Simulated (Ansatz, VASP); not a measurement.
One calculation of Ti, two programs

```
Ti
1.0
    -1.60613    1.60613    1.60613
     1.60613   -1.60613    1.60613
     1.60613    1.60613   -1.60613
Ti
1
Direct
  0.00000 0.00000 0.00000
```

Alike in both runs: task single point; functional r2SCAN; k mesh 15 × 15 × 15; occupations fermi-dirac, width 0.1 eV; no spin polarisation.

|  | VASP | Ansatz |
| --- | --- | --- |
| version | VASP 6.6.1 | Ansatz 0.2.0 |
| potentials or method | VASP PAW PBE potentials, release 64 (Ti_sv), cutoff 520 eV | plane waves (500 eV) with PAW, scalar-relativistic |
| valence electrons in the cell | 12 | 12 |

|  | VASP | Ansatz | Ansatz less VASP |
| --- | --- | --- | --- |
| pressure (GPa) | 5.1 | 4.8 | -0.34 |

VASP's potentials were made for PBE, not for r2SCAN. With one functional, cell and mesh, what is left measures potentials, basis and numerics.
